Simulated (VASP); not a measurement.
# Ge (Fm-3m) in VASP: single point with PBE

Aim: the single point of Ge with PBE.

All numbers are computed with VASP 6.6.1; they aren't measurements. Logs are shortened: lines on timing, memory, paths and dates and some standing lists are left out, and cuts for length are marked.

## 1. The cell of the first run

It takes space group Fm-3m (No. 225, cubic). Conventional cell: a = 4.197 Å, b = 4.197 Å, c = 4.197 Å, α = 90.00°, β = 90.00°, γ = 90.00°. Within 3.9 Å of Ge (site symmetry m-3m) lie 12 Ge at 2.97 Å.

## 2. Single point, PBE

File INCAR:

```
ALGO = Normal ; EDIFF = 1E-7
ENCUT = 520 ; GGA = PE
ISIF = 2 ; ISMEAR = -1
LASPH = T ; LCHARG = T
LELF = T ; LREAL = F
LVHAR = T ; LWAVE = F
NBANDS = 13 ; NELM = 60
PREC = Accurate ; SIGMA = 0.1
```

File KPOINTS:

```
k-points
0
Gamma
  9 9 9
```

File POSCAR:

```
Ge
1.0
    0.0000000000      2.0983605200      2.0983605200
    2.0983605200      0.0000000000      2.0983605200
    2.0983605200      2.0983605200      0.0000000000
Ge
1
Direct
    0.0000000000      0.0000000000      0.0000000000
```

Potentials or basis: VASP PAW PBE potentials, release 64 (Ge_d).

Run with:

```
cat potpaw_PBE.64/Ge_d/POTCAR > POTCAR
mpirun -np 1 vasp_std > vasp.out
```

OUTCAR:

```text
EDIFF = 1E-7
   ENCUT = 520
   GGA = PE
   ISIF = 2
   ISMEAR = -1
   LASPH = T
   LREAL = F
   NELM = 60
   PREC = Accurate

 ion  position               nearest neighbor table
   1  0.000  0.000  0.000-

  LATTYP: Found a face centered cubic cell.
 ALAT       =     4.1967210400

  Lattice vectors:

 A1 = (   0.0000000000,   2.0983605200,   2.0983605200)
 A2 = (   2.0983605200,   0.0000000000,   2.0983605200)
 A3 = (   2.0983605200,   2.0983605200,   0.0000000000)

Analysis of symmetry for initial positions (statically):
=====================================================================
 Subroutine PRICEL returns:
 Original cell was already a primitive cell.

 Routine SETGRP: Setting up the symmetry group for a
 face centered cubic supercell.

 Subroutine GETGRP returns: Found 48 space group operations
 (whereof 48 operations were pure point group operations)
 out of a pool of 48 trial point group operations.

The static configuration has the point symmetry O_h .

Analysis of symmetry for dynamics (positions and initial velocities):
=====================================================================
 Subroutine PRICEL returns:
 Original cell was already a primitive cell.

 Routine SETGRP: Setting up the symmetry group for a
 face centered cubic supercell.

 Subroutine GETGRP returns: Found 48 space group operations
 (whereof 48 operations were pure point group operations)
 out of a pool of 48 trial point group operations.

The dynamic configuration has the point symmetry O_h .

 Subroutine INISYM returns: Found 48 space group operations
 (whereof 48 operations are pure point group operations),
 and found     1 'primitive' translations

----------------------------------------------------------------------------------------

                                     Primitive cell

  volume of cell :      18.4787

  direct lattice vectors                    reciprocal lattice vectors
     0.000000000  2.098360520  2.098360520    -0.238281265  0.238281265  0.238281265
     2.098360520  0.000000000  2.098360520     0.238281265 -0.238281265  0.238281265
     2.098360520  2.098360520  0.000000000     0.238281265  0.238281265 -0.238281265

  length of vectors
     2.967529906  2.967529906  2.967529906     0.412715258  0.412715258  0.412715258

  position of ions in fractional coordinates (direct lattice)
     0.000000000  0.000000000  0.000000000

  ion indices of the primitive-cell ions
   primitive index   ion index
                 1           1
[... 74 lines left out ...]
   EDIFFG = 0.1E-05   stopping-criterion for IOM
   NSW    =      0    number of steps for IOM
   IBRION =     -1    ionic relax: 0-MD 1-quasi-New 2-CG
   NFREE  =      0    steps in history (QN), initial steepest desc. (CG)
   ISIF   =      2    stress and relaxation
   ISYM   =      2    0-nonsym 1-usesym 2-fastsym
   POTIM  = 0.5000    time-step for ionic-motion
   TEBEG  =    0.0;   TEEND  =   0.0 temperature during run
   PSTRESS=    0.0 pullay stress
   NELECT =      14.0000    total number of electrons
   NUPDOWN=      -1.0000    fix difference up-down
   EMIN   =  10.00;   EMAX   =-10.00  energy-range for DOS
   EFERMI =   0.00;   METHOD = LEGACY
   ISMEAR =    -1;   SIGMA  =   0.10  broadening in eV -4-tet -1-fermi 0-gaus
   EFERMI_NEDOS =   21; number of points for ismear=-14 and -15
   IALGO  =     38    algorithm
   IMIX   =      4    mixing-type and parameters
     AMIX     =   0.40;   BMIX     =  1.00
     AMIX_MAG =   1.60;   BMIX_MAG =  1.00
  volume/ion in A,a.u.               =      18.48       124.70
  Fermi-wavevector in a.u.,A,eV,Ry     =   1.492430  2.820284 30.304914  2.227348
  Thomas-Fermi vector in A             =   2.604959
   LORBIT       =      0    0 simple, 1 ext, 2 COOP (PROOUT), +10 PAW based schemes
   GGA     = PE    functional components
   LHFCALC =     F    Hartree Fock is set to
   AEXX    =    0.0000 exact exchange contribution
   IVDW    =     0    specifies the selected vdW correction
   LEPSILON=     F    determine dielectric tensor
   LRPA    =     F    only Hartree local field effects (RPA)
 non-spin polarized calculation
  energy-cutoff  :      520.00
  volume of cell :       18.48
 maximum number of plane-waves:       531
 NGX is ok and might be reduce to    24
   NGX = 11   NGY = 11   NGZ = 11

 number of electron      13.9999991 magnetization

 Free energy of the ion-electron system (eV)
  ---------------------------------------------------
  ext. energy  EPLUGINS =         0.00000000
  ---------------------------------------------------
  free energy    TOTEN  =        -4.19526385 eV

  energy without entropy =       -4.17911186  energy(sigma->0) =       -4.18718785

 E-fermi :   7.2600     XC(G=0): -11.4019

 val. band max:        6.8589852111   @ k =   0.3333   0.1111   0.0000
 cond. band min:       7.3134389029   @ k =  -0.2222   0.2222   0.0000
 fundamental gap:      0.4544536919
 Fermi energy:         7.2599772097

 k-point     1 :       0.0000    0.0000    0.0000
  band No.  band energies     occupation
      1     -17.7065      2.00000
      2     -17.7065      2.00000
      3     -17.7065      2.00000
      4     -17.6537      2.00000
      5     -17.6537      2.00000
      6      -6.3248      2.00000
      7      16.2303      0.00000
      8      16.2303      0.00000
      9      16.2303      0.00000
     10      21.2428      0.00000
     11      21.2428      0.00000
     12      21.2428      0.00000
     13      22.2033      0.00000
[... 354 lines left out ...]
  band No.  band energies     occupation
      1     -17.7667      2.00000
      2     -17.7289      2.00000
      3     -17.6086      2.00000
      4     -17.5939      2.00000
      5     -17.5939      2.00000
      6       0.2569      2.00000
      7       4.0487      2.00000
      8       9.8310      0.00000
      9       9.8310      0.00000
     10      13.6723      0.00000
     11      13.8616      0.00000
     12      34.3973      0.00000
     13      34.4636      0.00000

 [... further k-points ...]
[... 5 lines left out ...]
  --------------------------------------------------------------------------------------
  -------------------------------------------------------------------------------------
  Total        0.4748685      0.4748685      0.4748685     -0.0000000      0.0000000     -0.0000000
  in kB       41.1731043     41.1731043     41.1731043     -0.0000000      0.0000000     -0.0000000
  external PRESSURE =      41.1731043 kB  Pullay stress =       0.0000000 kB

 VOLUME and BASIS-vectors are now :
 -----------------------------------------------------------------------------
  energy-cutoff  :      520.00
  volume of cell :       18.48
      direct lattice vectors                 reciprocal lattice vectors
     0.000000000  2.098360520  2.098360520    -0.238281265  0.238281265  0.238281265
     2.098360520  0.000000000  2.098360520     0.238281265 -0.238281265  0.238281265
     2.098360520  2.098360520  0.000000000     0.238281265  0.238281265 -0.238281265

 POSITION                                       TOTAL-FORCE (eV/Angst)
 -----------------------------------------------------------------------------------
      0.00000      0.00000      0.00000         0.000000      0.000000     -0.000000
 -----------------------------------------------------------------------------------
    total drift:                               -0.000000      0.000000     -0.000000

  FREE ENERGIE OF THE ION-ELECTRON SYSTEM (eV)
  ---------------------------------------------------
  free  energy   TOTEN  =        -4.1952638524 eV

  energy  without entropy=       -4.1791118551  energy(sigma->0) =       -4.18718785
```

It took 4.4 s on 1 thread of Intel Xeon 6975P-C, shared host; peak memory 0.14 GiB.

What came out:

| Item | Value |
| --- | --- |
| Free energy | -4.1953 eV |
| Pressure | 4.1 GPa |
| Band gap on the k mesh | zero (band 7 reaches 16.23 eV, above the bottom of band 8 at 4.64 eV) |

Levels at points of the mesh, in eV from the Fermi level:
```
           k point  band 3  band 4  band 5  band 6  band 7  band 8  band 9  band 10  band 11  band 12
(0.00, 0.00, 0.00)  -24.97  -24.91  -24.91  -13.58    8.97    8.97    8.97    13.98    13.98    13.98
```
